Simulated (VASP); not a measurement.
# La (P6_3/mmc) in VASP: a series of runs

Runs on La. Level: PBEsol. Tasks: single point.

All numbers are computed with VASP 6.6.1; they aren't measurements. Logs are shortened: lines on timing, memory, paths and dates and some standing lists are left out, and cuts for length are marked.

## (1) The cell of the first run

The structure is hexagonal, space group P6_3/mmc (No. 194). The conventional cell has a = 3.625 Å, b = 3.625 Å, c = 12.554 Å, α = 90.00°, β = 90.00°, γ = 120.00°. Within 4.8 Å of La (site symmetry -3m) lie 12 La at 3.62 to 3.77 Å. Within 4.8 Å of La (site symmetry -6m2) lie 12 La at 3.62 to 3.77 Å.

## (2) Single point, PBEsol

Contents of INCAR:

```
PREC     = Accurate       # precision mode
ENCUT    = 520            # plane-wave cutoff, eV
EDIFF    = 1E-6           # SCF threshold, eV
ISMEAR   = 0              # smearing method
SIGMA    = 0.15           # smearing width, eV
LREAL    = F              # projectors in reciprocal space
LASPH    = T              # aspherical terms in the spheres
NELM     = 100            # most SCF steps
ALGO     = Fast           # electronic algorithm
ISIF     = 2              # what is computed and relaxed
LWAVE    = F              # write WAVECAR
LCHARG   = T              # write CHGCAR
GGA      = PS             # functional
LELF     = T              # ELF
LVHAR    = T            
NBANDS   = 30             # bands
```

Contents of KPOINTS:

```
regular mesh
0
Gamma
  12 12 4
```

Contents of POSCAR:

```
La
1.0
    3.6247000000      0.0000000000      0.0000000000
   -1.8123500000      3.1390822811      0.0000000000
    0.0000000000      0.0000000000     12.5540000000
La
4
Direct
    0.0000000000      0.0000000000      0.0000000000
    0.0000000000      0.0000000000      0.5000000000
    0.3333333333      0.6666666667      0.2500000000
    0.6666666667      0.3333333333      0.7500000000
```

Potentials or basis: VASP PAW PBE potentials, release 64 (La).

On the command line:

```
$ cat potpaw_PBE.64/La/POTCAR > POTCAR
$ mpirun -np 1 vasp_std > vasp.out
```

OUTCAR:

```text
PREC = Accurate
   ENCUT = 520
   EDIFF = 1E-6
   ISMEAR = 0
   LREAL = F
   LASPH = T
   NELM = 100
   ISIF = 2
   GGA = PS

 ion  position               nearest neighbor table
   1  0.000  0.000  0.000-
   2  0.000  0.000  0.500-
   3  0.333  0.667  0.250-
   4  0.667  0.333  0.750-

  LATTYP: Found a hexagonal cell.
 ALAT       =     3.6247000000
 C/A-ratio  =     3.4634590449

  Lattice vectors:

 A1 = (   3.6247000000,   0.0000000000,   0.0000000000)
 A2 = (  -1.8123500000,   3.1390822811,   0.0000000000)
 A3 = (   0.0000000000,   0.0000000000,  12.5540000000)

Analysis of symmetry for initial positions (statically):
=====================================================================
 Subroutine PRICEL returns:
 Original cell was already a primitive cell.

 Routine SETGRP: Setting up the symmetry group for a
 hexagonal supercell.

 Subroutine GETGRP returns: Found 24 space group operations
 (whereof 12 operations were pure point group operations)
 out of a pool of 24 trial point group operations.

The static configuration has the point symmetry D_3d.
 The point group associated with its full space group is D_6h.

Analysis of symmetry for dynamics (positions and initial velocities):
=====================================================================
 Subroutine PRICEL returns:
 Original cell was already a primitive cell.

 Routine SETGRP: Setting up the symmetry group for a
 hexagonal supercell.

 Subroutine GETGRP returns: Found 24 space group operations
 (whereof 12 operations were pure point group operations)
 out of a pool of 24 trial point group operations.

The dynamic configuration has the point symmetry D_3d.
 The point group associated with its full space group is D_6h.

 Subroutine INISYM returns: Found 24 space group operations
 (whereof 12 operations are pure point group operations),
 and found     1 'primitive' translations

----------------------------------------------------------------------------------------

                                     Primitive cell

  volume of cell :     142.8423

  direct lattice vectors                    reciprocal lattice vectors
[... 86 lines left out ...]
   LNONCOLLINEAR =      F non collinear calculations
   LSORBIT =      F    spin-orbit coupling
   LASPH  =      T    aspherical Exc in radial PAW
   ENCUT  =  520.0 eV  38.22 Ry    6.18 a.u.   6.74  6.74 23.34*2*pi/ulx,y,z
   NELM   =    100;   NELMIN=  2; NELMDL= -5     # of ELM steps
   EDIFF  = 0.1E-05   stopping-criterion for ELM
   LREAL  =      F    real-space projection
   EDIFFG = 0.1E-04   stopping-criterion for IOM
   NSW    =      0    number of steps for IOM
   IBRION =     -1    ionic relax: 0-MD 1-quasi-New 2-CG
   NFREE  =      0    steps in history (QN), initial steepest desc. (CG)
   ISIF   =      2    stress and relaxation
   ISYM   =      2    0-nonsym 1-usesym 2-fastsym
   POTIM  = 0.5000    time-step for ionic-motion
   TEBEG  =    0.0;   TEEND  =   0.0 temperature during run
   PSTRESS=    0.0 pullay stress
   NELECT =      44.0000    total number of electrons
   NUPDOWN=      -1.0000    fix difference up-down
   EMIN   =  10.00;   EMAX   =-10.00  energy-range for DOS
   EFERMI =   0.00;   METHOD = LEGACY
   ISMEAR =     0;   SIGMA  =   0.15  broadening in eV -4-tet -1-fermi 0-gaus
   EFERMI_NEDOS =   21; number of points for ismear=-14 and -15
   IALGO  =     68    algorithm
   IMIX   =      4    mixing-type and parameters
     AMIX     =   0.40;   BMIX     =  1.00
     AMIX_MAG =   1.60;   BMIX_MAG =  1.00
  volume/ion in A,a.u.               =      35.71       240.99
  Fermi-wavevector in a.u.,A,eV,Ry     =   1.105622  2.089323 16.631768  1.222400
  Thomas-Fermi vector in A             =   2.242112
   LORBIT       =      0    0 simple, 1 ext, 2 COOP (PROOUT), +10 PAW based schemes
   GGA     = PS    functional components
   LHFCALC =     F    Hartree Fock is set to
   AEXX    =    0.0000 exact exchange contribution
   IVDW    =     0    specifies the selected vdW correction
   LEPSILON=     F    determine dielectric tensor
   LRPA    =     F    only Hartree local field effects (RPA)
 non-spin polarized calculation
 RMM-DIIS sequential band-by-band and
 Gauss-broadening in eV      SIGMA  =   0.15
  energy-cutoff  :      520.00
  volume of cell :      142.84
 maximum number of plane-waves:      3875
 NGX is ok and might be reduce to    28
   NGX = 13   NGY = 13   NGZ = 47

 number of electron      44.0000001 magnetization

 Free energy of the ion-electron system (eV)
  ---------------------------------------------------
  ext. energy  EPLUGINS =         0.00000000
  ---------------------------------------------------
  free energy    TOTEN  =       -21.31692377 eV

  energy without entropy =      -21.23991367  energy(sigma->0) =      -21.27841872

 E-fermi :   8.1157     XC(G=0):  -9.8431

 val. band max:        8.1052916947   @ k =   0.0833   0.0833   0.0000
 cond. band min:       8.1206431089   @ k =   0.1667   0.0000   0.2500
 fundamental gap:      0.0153514142
 Fermi energy:         8.1157077713

 k-point     1 :       0.0000    0.0000    0.0000
  band No.  band energies     occupation
      1     -24.6922      2.00000
      2     -24.6051      2.00000
      3     -24.5996      2.00000
      4     -24.5097      2.00000
      5      -9.0317      2.00000
      6      -8.3831      2.00000
[... 781 lines left out ...]
     29       9.8729      0.00000
     30       9.9902      0.00000

 [... further k-points ...]

------------------------ aborting loop because EDIFF is reached ----------------------------------------

  FORCE on cell =-STRESS in cart. coord.  units (eV):
  Direction    XX          YY          ZZ          XY          YZ          ZX
  --------------------------------------------------------------------------------------
  -------------------------------------------------------------------------------------
  Total        0.1244160      0.1244160     -2.9938043      0.0000000      0.0000000     -0.0000000
  in kB        1.3955000      1.3955000    -33.5797225      0.0000000      0.0000000     -0.0000000
  external PRESSURE =     -10.2629075 kB  Pullay stress =       0.0000000 kB

 VOLUME and BASIS-vectors are now :
 -----------------------------------------------------------------------------
  energy-cutoff  :      520.00
  volume of cell :      142.84
      direct lattice vectors                 reciprocal lattice vectors
     3.624700000  0.000000000  0.000000000     0.275884901  0.159282222  0.000000000
    -1.812350000  3.139082281  0.000000000     0.000000000  0.318564444  0.000000000
     0.000000000  0.000000000 12.554000000     0.000000000  0.000000000  0.079655887

 POSITION                                       TOTAL-FORCE (eV/Angst)
 -----------------------------------------------------------------------------------
      0.00000      0.00000      0.00000        -0.000000      0.000000     -0.000000
      0.00000      0.00000      6.27700        -0.000000      0.000000     -0.000000
     -0.00000      2.09272      3.13850         0.000000     -0.000000      0.000000
      1.81235      1.04636      9.41550        -0.000000      0.000000     -0.000000
 -----------------------------------------------------------------------------------
    total drift:                                0.000000     -0.000000      0.000000

  FREE ENERGIE OF THE ION-ELECTRON SYSTEM (eV)
  ---------------------------------------------------
  free  energy   TOTEN  =       -21.3169237658 eV

  energy  without entropy=      -21.2399136734  energy(sigma->0) =      -21.27841872
```

OSZICAR:

```text
N       E                     dE             d eps       ncg     rms          rms(c)
DAV:   1     0.570939125786E+03    0.57094E+03   -0.14714E+04  3420   0.202E+03
DAV:   2     0.111198404323E+03   -0.45974E+03   -0.44912E+03  4948   0.400E+02
DAV:   3    -0.525057535643E+01   -0.11645E+03   -0.11407E+03  5818   0.238E+02
[... 13 lines left out ...]
RMM:  71    -0.213169200931E+02   -0.11557E-05   -0.11803E-05  3356   0.299E-02    0.403E-03
RMM:  72    -0.213169210774E+02   -0.98428E-06   -0.11324E-05  3321   0.285E-02    0.406E-03
RMM:  73    -0.213169220317E+02   -0.95426E-06   -0.11001E-05  3307   0.277E-02    0.402E-03
RMM:  74    -0.213169229347E+02   -0.90300E-06   -0.10475E-05  3246   0.257E-02    0.397E-03
RMM:  75    -0.213169237658E+02   -0.83114E-06   -0.99601E-06  3167   0.252E-02
   1 F= -.21316924E+02 E0= -.21278419E+02  d E =-.770101E-01
```

Wall time 15 min (1 thread of Intel Xeon 6975P-C (Granite Rapids), shared host); peak memory 0.42 GiB.

Results:

```
Free energy            : -21.3169 eV
Pressure               : -1.0 GPa
Band gap on the k mesh : zero (bands 22 and 23 overlap by 1.19 eV)
```

Caveat: the PAW data sets were made with another functional, which shifts forces and pressure a little; spin-orbit coupling is left out, which moves the levels of the heavy elements.

## (3) Single point, PBEsol

This run uses another cell than the first one, of 35.82 Å³/atom.

Contents of INCAR:

```
SYSTEM = La
ALGO     = Fast           ! electronic algorithm
EDIFF    = 1E-6           ! SCF threshold, eV
ENCUT    = 520            ! plane-wave cutoff, eV
GGA      = PS             ! functional
ISIF     = 2              ! what is computed and relaxed
ISMEAR   = 0              ! smearing method
LASPH    = .True.         ! aspherical terms in the spheres
LCHARG   = .False.        ! write CHGCAR
LREAL    = .False.        ! projectors in reciprocal space
LWAVE    = .False.        ! write WAVECAR
NBANDS   = 30             ! bands
NELM     = 100            ! most SCF steps
PREC     = Accurate       ! precision mode
SIGMA    = 0.15           ! smearing width, eV
```

Contents of KPOINTS:

```
k-points
0
Gamma
  12 12 4
  0 0 0
```

Contents of POSCAR:

```
La
1.0
    3.5514000000      0.0000000000      0.0000000000
   -1.7757000000      3.0756026190      0.0000000000
    0.0000000000      0.0000000000     13.1161000000
La
4
Direct
    0.0000000000      0.0000000000      0.0000000000
    0.0000000000      0.0000000000      0.5000000000
    0.3333333333      0.6666666667      0.2500000000
    0.6666666667      0.3333333333      0.7500000000
```

Potentials or basis: VASP PAW PBE potentials, release 64 (La).

On the command line:

```
$ cat potpaw_PBE.64/La/POTCAR > POTCAR
$ mpirun -np 1 vasp_std > vasp.out
```

It took 17 min on 1 thread of Intel Xeon 6975P-C (Granite Rapids), shared host; peak memory 0.41 GiB.

The run converged. Its results:

```yaml
Free_energy: -21.1413 eV
Pressure: -1.0 GPa
Band_gap_on_the_k_mesh: zero (bands 22 and 23 overlap by 1.03 eV)
```

Stress tensor (GPa, compression positive):
```
 0.82  0.00  0.00
 0.00  0.82  0.00
 0.00  0.00 -4.52
```

Levels at points of the mesh, in eV from the Fermi level:
| k point | band 20 | band 21 | band 22 | band 23 | band 24 | band 25 |
| --- | --- | --- | --- | --- | --- | --- |
| (0.00, 0.00, 0.00) | -1.71 | 0.30 | 0.34 | 0.48 | 1.34 | 1.37 |
| (0.50, 0.00, 0.00) | -1.35 | -1.07 | -0.61 | -0.56 | 0.13 | 1.08 |
| (0.00, 0.00, 0.50) | -1.71 | 0.30 | 0.30 | 1.10 | 1.10 | 1.45 |
| (0.50, 0.00, 0.50) | -1.54 | -1.26 | -1.26 | 0.08 | 0.08 | 1.33 |

Caveat: the PAW data sets were made with another functional, which shifts forces and pressure a little; spin-orbit coupling is left out, which moves the levels of the heavy elements.

## (4) Single point, PBEsol

This run uses another cell than the first one, of 34.28 Å³/atom.

Contents of INCAR:

```
ALGO     = Fast           # electronic algorithm
EDIFF    = 1E-6           # SCF threshold, eV
ENCUT    = 520            # plane-wave cutoff, eV
GGA      = PS             # functional
ISIF     = 2              # what is computed and relaxed
ISMEAR   = 0              # smearing method
LASPH    = T              # aspherical terms in the spheres
LCHARG   = F              # write CHGCAR
LREAL    = F              # projectors in reciprocal space
LWAVE    = F              # write WAVECAR
NBANDS   = 30             # bands
NELM     = 80             # most SCF steps
PREC     = Accurate       # precision mode
SIGMA    = 0.15           # smearing width, eV
```

Contents of KPOINTS:

```
k-points
0
Gamma
  12 12 4
```

Edit POSCAR of step 3 so:

```diff
@@ -4,3 +4,3 @@
    -1.7757000000      3.0756026190      0.0000000000
-    0.0000000000      0.0000000000     13.1161000000
+    0.0000000000      0.0000000000     12.5540000000
 La
```

On the command line:

```
$ cat potpaw_PBE.64/La/POTCAR > POTCAR
$ mpirun -np 1 vasp_std > vasp.out
```

Run time: 21 min. Hardware: 1 thread of AMD EPYC 7R43 (Zen 3), shared host; peak memory 0.36 GiB.

Results (log left out):

```
Free energy            : -21.2855 eV
Pressure               : 0.1 GPa
Band gap on the k mesh : zero (bands 22 and 23 overlap by 1.16 eV)
```

Stress tensor (GPa, compression positive):
```
 1.64  0.00  0.00
 0.00  1.64  0.00
 0.00  0.00 -2.94
```

Levels at points of the mesh, in eV from the Fermi level:
| k point | band 19 | band 20 | band 21 | band 22 | band 23 | band 24 | band 25 | band 26 |
| --- | --- | --- | --- | --- | --- | --- | --- | --- |
| (0.00, 0.00, 0.00) | -1.90 | -1.77 | 0.42 | 0.49 | 0.76 | 1.37 | 1.42 | 1.55 |
| (0.50, 0.00, 0.00) | -1.71 | -1.35 | -1.03 | -0.55 | -0.50 | 0.22 | 1.11 | 1.55 |
| (0.00, 0.00, 0.50) | -1.72 | -1.72 | 0.47 | 0.47 | 1.28 | 1.28 | 1.56 | 1.56 |
| (0.50, 0.00, 0.50) | -1.57 | -1.57 | -1.32 | -1.32 | 0.23 | 0.23 | 1.37 | 1.37 |

Caveat: the PAW data sets were made with another functional, which shifts forces and pressure a little; spin-orbit coupling is left out, which moves the levels of the heavy elements.

## (5) Single point, PBEsol

This run uses another cell than the first one, of 34.51 Å³/atom.

Contents of INCAR:

```
SYSTEM = La
PREC = Accurate ; ENCUT = 520
EDIFF = 1E-6 ; ISMEAR = 0
SIGMA = 0.15 ; LREAL = .FALSE.
LASPH = .TRUE. ; NELM = 100
ALGO = Fast ; ISIF = 2
LWAVE = .FALSE. ; LCHARG = .FALSE.
GGA = PS ; NBANDS = 30
```

Contents of KPOINTS:

```
regular mesh
0
G
  12 12 4
  0 0 0
```

Contents of POSCAR:

```
La
1.0
    3.7345000000      0.0000000000      0.0000000000
   -1.8672500000      3.2341718704      0.0000000000
    0.0000000000      0.0000000000     11.4298000000
La
4
Direct
    0.0000000000      0.0000000000      0.0000000000
    0.0000000000      0.0000000000      0.5000000000
    0.3333333333      0.6666666667      0.2500000000
    0.6666666667      0.3333333333      0.7500000000
```

On the command line:

```
$ cat potpaw_PBE.64/La/POTCAR > POTCAR
$ mpirun -np 1 vasp_std > vasp.out
```

Wall time 19 min (1 thread of AMD EPYC 7R43 (Zen 3), shared host); peak memory 0.37 GiB.

Results (log left out):

```
Free energy            : -21.3834 eV
Pressure               : -0.3 GPa
Band gap on the k mesh : zero (bands 22 and 23 overlap by 1.23 eV)
```

Stress tensor (GPa, compression positive):
```
-1.11  0.00  0.00
 0.00 -1.11  0.00
 0.00  0.00  1.45
```

Levels at points of the mesh, in eV from the Fermi level:
| k point | band 19 | band 20 | band 21 | band 22 | band 23 | band 24 | band 25 | band 26 |
| --- | --- | --- | --- | --- | --- | --- | --- | --- |
| (0.00, 0.00, 0.00) | -1.78 | -1.77 | 0.62 | 0.81 | 1.08 | 1.09 | 1.13 | 1.17 |
| (0.50, 0.00, 0.00) | -1.71 | -1.10 | -0.61 | -0.18 | -0.06 | 0.60 | 0.91 | 1.06 |
| (0.00, 0.00, 0.50) | -1.79 | -1.79 | 0.90 | 0.90 | 1.18 | 1.19 | 1.20 | 1.33 |
| (0.50, 0.00, 0.50) | -1.43 | -1.43 | -1.13 | -1.13 | 0.86 | 0.86 | 1.24 | 1.24 |

Caveat: the PAW data sets were made with another functional, which shifts forces and pressure a little; spin-orbit coupling is left out, which moves the levels of the heavy elements.

## (6) Single point, PBEsol

This run uses another cell than the first one, of 34.80 Å³/atom.

Contents of INCAR:

```
  PREC = Accurate
  ENCUT = 520
  EDIFF = 1E-6
  ISMEAR = 0
  SIGMA = 0.15
  LREAL = F
  LASPH = T
  NELM = 60
  ALGO = Fast
  ISIF = 2
  LWAVE = F
  LCHARG = F
  GGA = PS
  NBANDS = 30
```

Contents of KPOINTS:

```
regular mesh
0
Gamma
  12 12 4
```

Contents of POSCAR:

```
La
1.0
    3.6612629057      0.0000000000      0.0000000000
   -1.8306314528      3.1707466863      0.0000000000
    0.0000000000      0.0000000000     11.9919000000
La
4
Direct
    0.0000000000      0.0000000000      0.0000000000
    0.0000000000      0.0000000000      0.5000000000
    0.3333333333      0.6666666667      0.2500000000
    0.6666666667      0.3333333333      0.7500000000
```

Potentials or basis: VASP PAW PBE potentials, release 64 (La).

On the command line:

```
$ cat potpaw_PBE.64/La/POTCAR > POTCAR
$ mpirun -np 1 vasp_std > vasp.out
```

It took 19 min on 1 thread of AMD EPYC 7R43 (Zen 3), shared host; peak memory 0.37 GiB.

Results (log left out):

* Free energy: -21.4113 eV
* Pressure: -0.5 GPa
* Band gap on the k mesh: zero (bands 22 and 23 overlap by 1.23 eV)

Stress tensor (GPa, compression positive):
```
-0.19  0.00  0.00
 0.00 -0.19  0.00
 0.00  0.00 -1.21
```

Levels at points of the mesh, in eV from the Fermi level:
```csv
k point,band 20,band 21,band 22,band 23,band 24,band 25
"(0.00, 0.00, 0.00)",-1.85,0.53,0.65,1.23,1.31,1.34
"(0.50, 0.00, 0.00)",-1.21,-0.80,-0.35,-0.28,0.40,1.06
"(0.00, 0.00, 0.50)",-1.76,0.74,0.74,1.34,1.34,1.38
"(0.50, 0.00, 0.50)",-1.49,-1.22,-1.22,0.56,0.56,1.36
```

Caveat: the PAW data sets were made with another functional, which shifts forces and pressure a little; spin-orbit coupling is left out, which moves the levels of the heavy elements.

## (7) The runs side by side

| cell | gap on the mesh (eV) | pressure (GPa) |
| --- | --- | --- |
| a = 3.625, b = 3.625, c = 12.554 Å, angles 90.0, 90.0, 120.0°, 4 atoms | none | -1.0 |
| a = 3.551, b = 3.551, c = 13.116 Å, angles 90.0, 90.0, 120.0°, 4 atoms | none | -1.0 |
| a = 3.551, b = 3.551, c = 12.554 Å, angles 90.0, 90.0, 120.0°, 4 atoms | none | 0.1 |
| a = 3.735, b = 3.734, c = 11.430 Å, angles 90.0, 90.0, 120.0°, 4 atoms | none | -0.3 |
| a = 3.661, b = 3.661, c = 11.992 Å, angles 90.0, 90.0, 120.0°, 4 atoms | none | -0.5 |

Alike in all rows: task single point; level PBEsol; potentials or basis VASP PAW PBE potentials, release 64 (La); no spin polarisation; k mesh 12 × 12 × 4; cutoff (eV) 520; smearing gaussian 0.15 eV.

Caveats: the PAW data sets were made with another functional, which shifts forces and pressure a little; spin-orbit coupling is left out, which moves the levels of the heavy elements.

Total energies depend on the potentials used, so only differences within one code and one set of settings carry meaning.
